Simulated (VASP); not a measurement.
# Al (P6_3/mmc) in VASP: notebook

Al is run at these levels: PBEsol; tasks: single point.

Program: VASP 6.6.1. These are calculated values, not measurements. Logs are shortened: lines on timing, memory, paths and dates and some standing lists are left out, and cuts for length are marked.

## 1. The cell of the first run

It takes space group P6_3/mmc (No. 194, hexagonal). Conventional cell: a = 2.993 Å, b = 2.993 Å, c = 4.753 Å, α = 90.00°, β = 90.00°, γ = 120.00°. Within 3.9 Å of Al (site symmetry -6m2) lie 12 Al at 2.94 to 2.99 Å.

This isn't the form of Al at room conditions, which is fcc.

## 2. Single point, PBEsol (strain +0.050 along x and y, +0.025 along z)

Contents of INCAR:

```
PREC     = Accurate       # precision mode
ENCUT    = 520            # plane-wave cutoff, eV
EDIFF    = 1E-6           # SCF threshold, eV
ISMEAR   = 0              # smearing method
SIGMA    = 0.15           # smearing width, eV
LREAL    = F              # projectors in reciprocal space
LASPH    = T              # aspherical terms in the spheres
NELM     = 100            # most SCF steps
ALGO     = Fast           # electronic algorithm
ISIF     = 2              # what is computed and relaxed
LWAVE    = F              # write WAVECAR
LCHARG   = F              # write CHGCAR
GGA      = PS             # functional
NBANDS   = 10             # bands
```

Contents of KPOINTS:

```
regular mesh
0
Gamma
  24 24 14
```

Contents of POSCAR:

```
Al
1.0
    2.9925736898      0.0000000000      0.0000000000
   -1.4962868449      2.5916448380      0.0000000000
    0.0000000000      0.0000000000      4.7532491867
Al
2
Direct
    0.6666666667      0.3333333333      0.7500000000
    0.3333333333      0.6666666667      0.2500000000
```

Potentials or basis: VASP PAW PBE potentials, release 64 (Al).

Run with:

```console
cat potpaw_PBE.64/Al/POTCAR > POTCAR
mpirun -np 1 vasp_std > vasp.out
```

OUTCAR:

```text
PREC = Accurate
   ENCUT = 520
   EDIFF = 1E-6
   ISMEAR = 0
   LREAL = F
   LASPH = T
   NELM = 100
   ISIF = 2
   GGA = PS

 ion  position               nearest neighbor table
   1  0.667  0.333  0.750-   2 2.94   2 2.94   2 2.94   2 2.94   2 2.94   2 2.94
   2  0.333  0.667  0.250-   1 2.94   1 2.94   1 2.94   1 2.94   1 2.94   1 2.94

  LATTYP: Found a hexagonal cell.
 ALAT       =     2.9925736898
 C/A-ratio  =     1.5883482512

  Lattice vectors:

 A1 = (   2.9925736898,   0.0000000000,   0.0000000000)
 A2 = (  -1.4962868449,   2.5916448380,   0.0000000000)
 A3 = (   0.0000000000,   0.0000000000,   4.7532491867)

Analysis of symmetry for initial positions (statically):
=====================================================================
 Subroutine PRICEL returns:
 Original cell was already a primitive cell.

 Routine SETGRP: Setting up the symmetry group for a
 hexagonal supercell.

 Subroutine GETGRP returns: Found 24 space group operations
 (whereof 12 operations were pure point group operations)
 out of a pool of 24 trial point group operations.

The static configuration has the point symmetry D_3d.
 The point group associated with its full space group is D_6h.

Analysis of symmetry for dynamics (positions and initial velocities):
=====================================================================
 Subroutine PRICEL returns:
 Original cell was already a primitive cell.

 Routine SETGRP: Setting up the symmetry group for a
 hexagonal supercell.

 Subroutine GETGRP returns: Found 24 space group operations
 (whereof 12 operations were pure point group operations)
 out of a pool of 24 trial point group operations.

The dynamic configuration has the point symmetry D_3d.
 The point group associated with its full space group is D_6h.

 Subroutine INISYM returns: Found 24 space group operations
 (whereof 12 operations are pure point group operations),
 and found     1 'primitive' translations

----------------------------------------------------------------------------------------

                                     Primitive cell

  volume of cell :      36.8647

  direct lattice vectors                    reciprocal lattice vectors
     2.992573690  0.000000000  0.000000000     0.334160527  0.192927670  0.000000000
    -1.496286845  2.591644838  0.000000000     0.000000000  0.385855340  0.000000000
     0.000000000  0.000000000  4.753249187     0.000000000  0.000000000  0.210382406

  length of vectors
     2.992573690  2.992573690  4.753249187     0.385855340  0.385855340  0.210382406

  position of ions in fractional coordinates (direct lattice)
     0.666666667  0.333333333  0.750000000
     0.333333333  0.666666667  0.250000000

  ion indices of the primitive-cell ions
   primitive index   ion index
                 1           1
                 2           2

----------------------------------------------------------------------------------------

 KPOINTS: regular mesh

Automatic generation of k-mesh.
 Grid dimensions read from file:
 generate k-points for:   24   24   14

 Generating k-lattice:

  Cartesian coordinates                     Fractional coordinates (reciprocal lattice)
     0.013923355  0.008038653  0.000000000     0.041666667  0.000000000  0.000000000
     0.000000000  0.016077306  0.000000000     0.000000000  0.041666667  0.000000000
     0.000000000  0.000000000  0.015027315     0.000000000  0.000000000  0.071428571

  Length of vectors
     0.016077306  0.016077306  0.015027315

  Shift w.r.t. Gamma in fractional coordinates (k-lattice)
     0.000000000  0.000000000  0.000000000

 Subroutine IBZKPT returns following result:
 ===========================================

 Found    488 irreducible k-points:

 Following reciprocal coordinates:
            Coordinates               Weight
  0.000000  0.000000  0.000000      1.000000
  0.041667  0.000000  0.000000      6.000000
  0.083333  0.000000  0.000000      6.000000
  0.125000 -0.000000  0.000000      6.000000
  0.166667  0.000000  0.000000      6.000000
  0.208333  0.000000  0.000000      6.000000
[... 16 lines left out ...]
  0.416667  0.041667  0.000000     12.000000
  0.458333  0.041667  0.000000     12.000000
 [... further k-points ...]
   k-points           NKPTS =    488   k-points in BZ     NKDIM =    488   number of bands    NBANDS=     10
   number of dos      NEDOS =    301   number of ions     NIONS =      2
   total plane-waves  NPLWV =  20736
   dimension x,y,z NGX =    24 NGY =   24 NGZ =   36
   dimension x,y,z NGXF=    48 NGYF=   48 NGZF=   72
   ions per type =               2
   NGX,Y,Z   is equivalent  to a cutoff of  13.33, 13.33, 12.59 a.u.
   NGXF,Y,Z  is equivalent  to a cutoff of  26.67, 26.67, 25.18 a.u.
 SYSTEM =  unknown system
   PREC   = accura    normal or accurate (medium, high low for compatibility)
   ISTART =      0    job   : 0-new  1-cont  2-samecut
   ICHARG =      2    charge: 1-file 2-atom 10-const
   ISPIN  =      1    spin polarized calculation?
   LNONCOLLINEAR =      F non collinear calculations
   LSORBIT =      F    spin-orbit coupling
   LASPH  =      T    aspherical Exc in radial PAW
   ENCUT  =  520.0 eV  38.22 Ry    6.18 a.u.   5.56  5.56  8.84*2*pi/ulx,y,z
   NELM   =    100;   NELMIN=  2; NELMDL= -5     # of ELM steps
   EDIFF  = 0.1E-05   stopping-criterion for ELM
   LREAL  =      F    real-space projection
[... 7 lines left out ...]
   TEBEG  =    0.0;   TEEND  =   0.0 temperature during run
   PSTRESS=    0.0 pullay stress
   NELECT =       6.0000    total number of electrons
   NUPDOWN=      -1.0000    fix difference up-down
   EMIN   =  10.00;   EMAX   =-10.00  energy-range for DOS
   EFERMI =   0.00;   METHOD = LEGACY
   ISMEAR =     0;   SIGMA  =   0.15  broadening in eV -4-tet -1-fermi 0-gaus
   EFERMI_NEDOS =   21; number of points for ismear=-14 and -15
   IALGO  =     68    algorithm
   IMIX   =      4    mixing-type and parameters
     AMIX     =   0.40;   BMIX     =  1.00
     AMIX_MAG =   1.60;   BMIX_MAG =  1.00
  volume/ion in A,a.u.               =      18.43       124.39
  Fermi-wavevector in a.u.,A,eV,Ry     =   0.893830  1.689094 10.870131  0.798932
  Thomas-Fermi vector in A             =   2.015957
   LORBIT       =      0    0 simple, 1 ext, 2 COOP (PROOUT), +10 PAW based schemes
   GGA     = PS    functional components
   LHFCALC =     F    Hartree Fock is set to
   AEXX    =    0.0000 exact exchange contribution
   IVDW    =     0    specifies the selected vdW correction
   LEPSILON=     F    determine dielectric tensor
   LRPA    =     F    only Hartree local field effects (RPA)
 non-spin polarized calculation
 RMM-DIIS sequential band-by-band and
 Gauss-broadening in eV      SIGMA  =   0.15
  energy-cutoff  :      520.00
  volume of cell :       36.86
 maximum number of plane-waves:      1026
 NGX is ok and might be reduce to    24
   NGX = 11   NGY = 11   NGZ = 17

 number of electron       6.0000000 magnetization

 Free energy of the ion-electron system (eV)
  ---------------------------------------------------
  ext. energy  EPLUGINS =         0.00000000
  ---------------------------------------------------
  free energy    TOTEN  =        -8.01131414 eV

  energy without entropy =       -8.00089376  energy(sigma->0) =       -8.00610395

 E-fermi :   6.8262     XC(G=0):  -9.8607

 val. band max:        6.8228751113   @ k =   0.1667   0.0833   0.2143
 cond. band min:       6.8276044433   @ k =   0.2917   0.1667   0.5000
 fundamental gap:      0.0047293320
 Fermi energy:         6.8262448594

 k-point     1 :       0.0000    0.0000    0.0000
  band No.  band energies     occupation
      1      -3.5461      2.00000
      2       2.8195      2.00000
      3       2.9341      2.00000
      4      16.0761      0.00000
      5      16.0761      0.00000
      6      16.8541      0.00000
      7      16.8541      0.00000
      8      18.6236      0.00000
      9      19.3736      0.00000
     10      20.4036      0.00000

 k-point     2 :       0.0417    0.0000    0.0000
  band No.  band energies     occupation
      1      -3.5079      2.00000
      2       2.8551      2.00000
      3       2.9718      2.00000
      4      15.2670      0.00000
      5      15.6053      0.00000
      6      16.8233      0.00000
      7      17.3904      0.00000
      8      19.0294      0.00000
      9      19.7424      0.00000
     10      20.1931      0.00000

 k-point     3 :       0.0833    0.0000    0.0000
  band No.  band energies     occupation
      1      -3.3933      2.00000
      2       2.9619      2.00000
      3       3.0849      2.00000
      4      13.9261      0.00000
      5      14.9444      0.00000
      6      16.4086      0.00000
      7      18.2440      0.00000
      8      19.2770      0.00000
      9      19.3865      0.00000
     10      19.7972      0.00000

 k-point     4 :       0.1250   -0.0000    0.0000
  band No.  band energies     occupation
      1      -3.2025      2.00000
      2       3.1398      2.00000
      3       3.2728      2.00000
      4      12.5160      0.00000
      5      14.3231      0.00000
      6      15.8611      0.00000
      7      18.1684      0.00000
      8      18.2012      0.00000
      9      19.1205      0.00000
     10      19.6835      0.00000
[... 222 lines left out ...]
 k-point    22 :       0.3750    0.0417    0.0000
  band No.  band energies     occupation
      1      -0.1092      2.00000
      2       4.2997      2.00000
      3       6.0337      2.00000
      4       6.3873      1.99997
      5      10.4344      0.00000
      6      10.5146      0.00000
      7      11.2905      0.00000
      8      14.1721      0.00000
      9      16.8612      0.00000
     10      17.2193      0.00000

 k-point    23 :       0.4167    0.0417    0.0000
  band No.  band energies     occupation
      1       0.6318      2.00000
      2       3.3069      2.00000
      3       6.7110      1.72292
      4       7.0752      0.01890
      5       9.4783      0.00000
      6       9.6191      0.00000
      7      11.0897      0.00000
      8      14.0279      0.00000
      9      16.7392      0.00000
     10      17.0736      0.00000

 k-point    24 :       0.4583    0.0417    0.0000
  band No.  band energies     occupation
      1       1.4234      2.00000
      2       2.3835      2.00000
      3       7.3553      0.00000
      4       7.8174      0.00000
      5       8.6941      0.00000
      6       8.7622      0.00000
      7      11.0056      0.00000
      8      13.9558      0.00000
      9      16.6782      0.00000
     10      17.0007      0.00000

 [... further k-points ...]
[... 5 lines left out ...]
  --------------------------------------------------------------------------------------
  -------------------------------------------------------------------------------------
  Total       -1.7657934     -1.7657934     -1.4382185      0.0000000      0.0000000      0.0000000
  in kB      -76.7431387    -76.7431387    -62.5064077      0.0000000      0.0000000      0.0000000
  external PRESSURE =     -71.9975617 kB  Pullay stress =       0.0000000 kB

 VOLUME and BASIS-vectors are now :
 -----------------------------------------------------------------------------
  energy-cutoff  :      520.00
  volume of cell :       36.86
      direct lattice vectors                 reciprocal lattice vectors
     2.992573690  0.000000000  0.000000000     0.334160527  0.192927670  0.000000000
    -1.496286845  2.591644838  0.000000000     0.000000000  0.385855340  0.000000000
     0.000000000  0.000000000  4.753249187     0.000000000  0.000000000  0.210382406

 POSITION                                       TOTAL-FORCE (eV/Angst)
 -----------------------------------------------------------------------------------
      1.49629      0.86388      3.56494        -0.000000      0.000000      0.000000
     -0.00000      1.72776      1.18831         0.000000      0.000000      0.000000
 -----------------------------------------------------------------------------------
    total drift:                               -0.000000      0.000000     -0.000000

  FREE ENERGIE OF THE ION-ELECTRON SYSTEM (eV)
  ---------------------------------------------------
  free  energy   TOTEN  =        -8.0113141391 eV

  energy  without entropy=       -8.0008937631  energy(sigma->0) =       -8.00610395
```

It took 3.1 min on 1 thread of AMD EPYC 7R43 (Zen 3), shared host; peak memory 0.22 GiB.

Results:

```yaml
Free_energy: -8.0113 eV
Pressure: -7.2 GPa
Band_gap_on_the_k_mesh: zero (bands 3 and 4 overlap by 7.48 eV)
```

Caveat: the cell differs from its parent crystal (strain +0.050 along x and y, +0.025 along z); the cell stands under tension; the PAW data sets were made with another functional, which shifts forces and pressure a little.

[end of part 1 of 3]
